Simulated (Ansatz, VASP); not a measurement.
One calculation of CuO2, two programs

```
CELL_PARAMETERS angstrom
0.00000 2.42407 2.42407
2.42407 0.00000 2.42407
2.42407 2.42407 0.00000
ATOMIC_POSITIONS crystal
Cu 0.00000 0.00000 0.00000
O 0.25000 0.25000 0.25000
O 0.75000 0.75000 0.75000
```

Alike in both runs: task single point; functional PBE; k mesh 14 × 14 × 14; occupations gaussian, width 0.1 eV; collinear spin.

|  | VASP | Ansatz |
| --- | --- | --- |
| version | VASP 6.6.1 | Ansatz 0.2.0 |
| potentials or method | VASP PAW PBE potentials, release 64 (Cu, O), cutoff 520 eV | scalar-relativistic, plane waves, PAW |
| valence electrons in the cell | 23 | 31 |

|  | VASP | Ansatz | Ansatz less VASP |
| --- | --- | --- | --- |
| gap on the k mesh at the Fermi level (eV) | none | none | - |
| pressure (GPa) | 0.4 | 0.0 | -0.39 |
| net moment per atom (μB) | 0.67 | 0.67 | +0.001 |
| size of the moment on the site where the two differ most (μB) | 0.59 | 0.64 | +0.058 |

Site moments also hang on the region over which each program counts them. A gap of «none» marks a metal or a gap that the smearing closes. VASP's potentials hold 23 valence electrons a cell and Ansatz's 31, so a difference there can come from the potentials and not from the codes.
